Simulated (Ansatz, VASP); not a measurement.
One calculation of SiC, two programs

```
CELL_PARAMETERS angstrom
0.00000 2.16448 2.16448
2.16448 0.00000 2.16448
2.16448 2.16448 0.00000
ATOMIC_POSITIONS crystal
Si 0.00000 0.00000 0.00000
C 0.25000 0.25000 0.25000
```

Alike in both runs: functional LDA; k mesh 10 × 10 × 10; no spin polarisation.

Ansatz relaxed the structure, and its values are those at the end. VASP's run is a single point on that final structure, the one shown.

|  | VASP | Ansatz |
| --- | --- | --- |
| version | VASP 6.6.1 | Ansatz 0.2.0 |
| potentials or method | VASP PAW LDA potentials, release 64 (Si, C), cutoff 600 eV | scalar-relativistic, plane waves, PAW |
| occupations | gaussian, width 0.01 eV | fixed |
| valence electrons in the cell | 8 | 8 |

|  | VASP | Ansatz | Ansatz less VASP |
| --- | --- | --- | --- |
| gap on the k mesh at the Fermi level (eV) | 1.29 | 1.30 | +0.013 |
| least direct gap on the mesh (eV) | 4.52 | 4.53 | +0.012 |
| pressure (GPa) | 0.3 | 0.0 | -0.26 |

LDA's correlation is that of Perdew and Zunger in VASP and of Perdew and Wang (1992) in Ansatz.
